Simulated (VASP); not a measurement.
# CuO2 (Pmmm) in VASP: single point with PBE

Aim: the single point of CuO2 with PBE.

Program: VASP 6.6.1. These are calculated values, not measurements. Logs are shortened: lines on timing, memory, paths and dates and some standing lists are left out, and cuts for length are marked.

**1. The cell of the first run**

The structure is orthorhombic, space group Pmmm (No. 47). The conventional cell has a = 2.421 Å, b = 6.446 Å, c = 7.067 Å, α = 90.00°, β = 90.00°, γ = 90.00°. Cu (site symmetry mmm) has 2 Cu at 2.42 Å and 2 O at 2.91 Å within 3.2 Å. O (site symmetry mm2) has 1 O at 1.24 Å within 1.7 Å.

**2. Single point, PBE, collinear spin, ferromagnetic start**

INCAR reads:

```
PREC = Accurate
ENCUT = 520
EDIFF = 1E-6
ISMEAR = 1
SIGMA = 0.3
LREAL = False
LASPH = True
NELM = 150
ALGO = Normal
ISIF = 2
LWAVE = False
LCHARG = False
ISPIN = 2
MAGMOM = 0.2 0.2 0.2
LORBIT = 11
LMAXMIX = 4
GGA = PE
NBANDS = 22
```

KPOINTS reads:

```
regular mesh
0
Gamma
  9 4 4
```

POSCAR reads:

```
CuO2
1.0
    2.4212910000      0.0000000000      0.0000000000
    0.0000000000      6.4459520000      0.0000000000
    0.0000000000      0.0000000000      7.0670430000
Cu O
1 2
Direct
    0.0000000000      0.5000000000      0.0000000000
    0.0000000000      0.5000000000      0.4124350000
    0.0000000000      0.5000000000      0.5875650000
```

Potentials or basis: VASP PAW PBE potentials, release 64 (Cu, O).

The run is started by

```
> cat potpaw_PBE.64/Cu/POTCAR potpaw_PBE.64/O/POTCAR > POTCAR
> mpirun -np 1 vasp_std > vasp.out
```

OUTCAR:

```text
PREC = Accurate
   ENCUT = 520
   EDIFF = 1E-6
   ISMEAR = 1
   LREAL = False
   LASPH = True
   NELM = 150
   ISIF = 2
   ISPIN = 2
   LORBIT = 11
   GGA = PE

 ion  position               nearest neighbor table
   1  0.000  0.500  0.000-
   2  0.000  0.500  0.412-   3 1.24
   3  0.000  0.500  0.588-   2 1.24

  LATTYP: Found a simple orthorhombic cell.
 ALAT       =     2.4212910000
 B/A-ratio  =     2.6621963242
 C/A-ratio  =     2.9187086558

  Lattice vectors:

 A1 = (   2.4212910000,   0.0000000000,   0.0000000000)
 A2 = (   0.0000000000,   6.4459520000,   0.0000000000)
 A3 = (   0.0000000000,   0.0000000000,   7.0670430000)

Analysis of symmetry for initial positions (statically):
=====================================================================
 Subroutine PRICEL returns:
 Original cell was already a primitive cell.

 Routine SETGRP: Setting up the symmetry group for a
 simple orthorhombic supercell.

 Subroutine GETGRP returns: Found  8 space group operations
 (whereof  8 operations were pure point group operations)
 out of a pool of  8 trial point group operations.

The static configuration has the point symmetry D_2h.

Analysis of symmetry for dynamics (positions and initial velocities):
=====================================================================
 Subroutine PRICEL returns:
 Original cell was already a primitive cell.

 Routine SETGRP: Setting up the symmetry group for a
 simple orthorhombic supercell.

 Subroutine GETGRP returns: Found  8 space group operations
 (whereof  8 operations were pure point group operations)
 out of a pool of  8 trial point group operations.

The dynamic configuration has the point symmetry D_2h.

Analysis of structural, dynamic, and magnetic symmetry:
=====================================================================
 Subroutine PRICEL returns:
 Original cell was already a primitive cell.

 Routine SETGRP: Setting up the symmetry group for a
 simple orthorhombic supercell.

 Subroutine GETGRP returns: Found  8 space group operations
 (whereof  8 operations were pure point group operations)
 out of a pool of  8 trial point group operations.

The overall configuration has the point symmetry D_2h.

 Subroutine INISYM returns: Found  8 space group operations
 (whereof  8 operations are pure point group operations),
 and found     1 'primitive' translations

[... 112 lines left out ...]
   EFERMI_NEDOS =   21; number of points for ismear=-14 and -15
   IALGO  =     38    algorithm
   IMIX   =      4    mixing-type and parameters
     AMIX     =   0.40;   BMIX     =  1.00
     AMIX_MAG =   1.60;   BMIX_MAG =  1.00
  volume/ion in A,a.u.               =      36.77       248.11
  Fermi-wavevector in a.u.,A,eV,Ry     =   0.970793  1.834534 12.822674  0.942440
  Thomas-Fermi vector in A             =   2.100958
   LORBIT       =     11    0 simple, 1 ext, 2 COOP (PROOUT), +10 PAW based schemes
   GGA     = PE    functional components
   LHFCALC =     F    Hartree Fock is set to
   AEXX    =    0.0000 exact exchange contribution
   IVDW    =     0    specifies the selected vdW correction
   LEPSILON=     F    determine dielectric tensor
   LRPA    =     F    only Hartree local field effects (RPA)
 spin polarized calculation
 Methfessel and Paxton  Order N= 1 SIGMA  =   0.30
  energy-cutoff  :      520.00
  volume of cell :      110.30
 maximum number of plane-waves:      3004
 NGX is ok and might be reduce to    18
   NGX =  9   NGY = 23   NGZ = 27

 number of electron      22.9999997 magnetization      -0.0025076

 number of electron      22.9999997 magnetization       0.0013260

 Free energy of the ion-electron system (eV)
  ---------------------------------------------------
  ext. energy  EPLUGINS =         0.00000000
  ---------------------------------------------------
  free energy    TOTEN  =       -11.18311808 eV

  energy without entropy =      -11.22619179  energy(sigma->0) =      -11.19747598

 E-fermi :  -2.9606     XC(G=0):  -5.1056

 val. band max:       -3.0249627544   @ k =   0.2222   0.0000   0.0000
 cond. band min:      -2.9018357197   @ k =   0.2222   0.0000   0.0000
 fundamental gap:      0.1231270347
 Fermi energy:        -2.9605960642

 spin component 1

 k-point     1 :       0.0000    0.0000    0.0000
  band No.  band energies     occupation
      1     -29.2982      1.00000
      2     -17.4979      1.00000
      3     -10.6585      1.00000
      4      -9.8513      1.00000
      5      -7.5828      1.00000
      6      -5.6960      1.00000
[... 589 lines left out ...]
     21       9.0316      0.00000
     22      10.4488      0.00000

 [... further k-points ...]

 spin component 2

 k-point     1 :       0.0000    0.0000    0.0000
  band No.  band energies     occupation
      1     -29.2983      1.00000
      2     -17.4980      1.00000
      3     -10.6586      1.00000
      4      -9.8514      1.00000
      5      -7.5830      1.00000
      6      -5.6953      1.00000
[... 589 lines left out ...]
     21       9.0316      0.00000
     22      10.4489      0.00000

 [... further k-points ...]
[... 5 lines left out ...]
  --------------------------------------------------------------------------------------
  -------------------------------------------------------------------------------------
  Total       -1.9385483     -0.0684842      0.3305906     -0.0000000      0.0000000      0.0000000
  in kB      -28.1588825     -0.9947844      4.8020791     -0.0000000      0.0000000      0.0000000
  external PRESSURE =      -8.1171959 kB  Pullay stress =       0.0000000 kB

 VOLUME and BASIS-vectors are now :
 -----------------------------------------------------------------------------
  energy-cutoff  :      520.00
  volume of cell :      110.30
      direct lattice vectors                 reciprocal lattice vectors
     2.421291000  0.000000000  0.000000000     0.413002815  0.000000000  0.000000000
     0.000000000  6.445952000  0.000000000     0.000000000  0.155136123  0.000000000
     0.000000000  0.000000000  7.067043000     0.000000000  0.000000000  0.141501898

 POSITION                                       TOTAL-FORCE (eV/Angst)
 -----------------------------------------------------------------------------------
      0.00000      3.22298      0.00000         0.000000      0.000000     -0.000000
      0.00000      3.22298      2.91470         0.000000      0.000000     -0.398926
      0.00000      3.22298      4.15235        -0.000000      0.000000      0.398926
 -----------------------------------------------------------------------------------
    total drift:                                0.000000      0.000000      0.000000

  FREE ENERGIE OF THE ION-ELECTRON SYSTEM (eV)
  ---------------------------------------------------
  free  energy   TOTEN  =       -11.1831180798 eV

  energy  without entropy=      -11.2261917900  energy(sigma->0) =      -11.19747598

 total charge

# of ion       s       p       d       tot
------------------------------------------
    1        0.423   0.068   9.314   9.805
    2        1.616   3.273   0.000   4.889
    3        1.616   3.273   0.000   4.889
--------------------------------------------------
tot          3.654   6.615   9.314  19.583

 magnetization (x)

# of ion       s       p       d       tot
------------------------------------------
    1        0.000  -0.000   0.002   0.002
    2       -0.000  -0.000   0.000  -0.000
    3       -0.000  -0.000   0.000  -0.000
--------------------------------------------------
tot          0.000  -0.000   0.002   0.002
```

OSZICAR:

```text
N       E                     dE             d eps       ncg     rms          rms(c)
DAV:   1     0.198969317013E+03    0.19897E+03   -0.94011E+03  3960   0.946E+02
DAV:   2     0.141283153631E+02   -0.18484E+03   -0.16680E+03  4402   0.246E+02
DAV:   3    -0.128130208954E+02   -0.26941E+02   -0.25985E+02  5364   0.971E+01
[... 22 lines left out ...]
DAV:  26    -0.111831042293E+02    0.18106E-03   -0.17607E-04  4248   0.932E-02    0.941E-02
DAV:  27    -0.111831211347E+02   -0.16905E-04   -0.74888E-05  4242   0.703E-02    0.432E-02
DAV:  28    -0.111831164756E+02    0.46590E-05   -0.18544E-05  3976   0.317E-02    0.944E-03
DAV:  29    -0.111831186738E+02   -0.21982E-05   -0.58311E-06  4118   0.217E-02    0.285E-03
DAV:  30    -0.111831180798E+02    0.59403E-06   -0.46257E-07  3434   0.584E-03
   1 F= -.11183118E+02 E0= -.11197476E+02  d E =0.430737E-01  mag=     0.0009
```

Run time: 2.4 min. Hardware: 1 thread of Intel Xeon 6975P-C (Granite Rapids), shared host; peak memory 0.35 GiB.

What came out:

- Free energy: -11.1831 eV
- Pressure: -0.8 GPa
- Largest force: 0.399 eV/Å
- Net moment: 0.00 μB per cell
- Valence electrons inside the program's atomic spheres: Cu 9.80; O 4.89

Forces in eV/Å, atoms in the order of the input:
```
Cu   0.000  0.000  0.000
O    0.000  0.000 -0.399
O    0.000  0.000  0.399
```

Levels at points of the mesh, in eV from the Fermi level:
Spin up:
| k point | band 10 | band 11 | band 12 | band 13 | band 14 | band 15 |
| --- | --- | --- | --- | --- | --- | --- |
| (0.00, 0.00, 0.00) | -0.27 | -0.11 | -0.10 | 1.42 | 3.77 | 3.79 |
| (0.00, 0.50, 0.00) | -0.27 | -0.11 | -0.10 | 1.42 | 2.96 | 3.90 |
| (0.00, 0.00, 0.50) | -0.45 | -0.11 | -0.10 | 1.42 | 3.90 | 4.32 |
| (0.00, 0.50, 0.50) | -0.46 | -0.11 | -0.10 | 1.42 | 3.16 | 4.70 |
Spin down:
```tsv
k point	band 9	band 10	band 11	band 12	band 13	band 14	band 15	band 16
(0.00, 0.00, 0.00)	-0.42	-0.27	-0.11	-0.10	1.42	3.77	3.79	5.16
(0.00, 0.50, 0.00)	-0.40	-0.27	-0.11	-0.10	1.42	2.96	3.90	6.67
(0.00, 0.00, 0.50)	-0.58	-0.45	-0.11	-0.10	1.42	3.90	4.32	6.15
(0.00, 0.50, 0.50)	-0.58	-0.46	-0.11	-0.10	1.42	3.16	4.70	5.71
```

Caveat: the standard files for N, O and F lose accuracy on very short bonds; semilocal functionals often make such compounds metallic where correlation or magnetic order opens a gap, which also shifts bond lengths. With open d or f shells a metallic result of PBE can be an artefact of self-interaction; +U or a hybrid may open a gap.
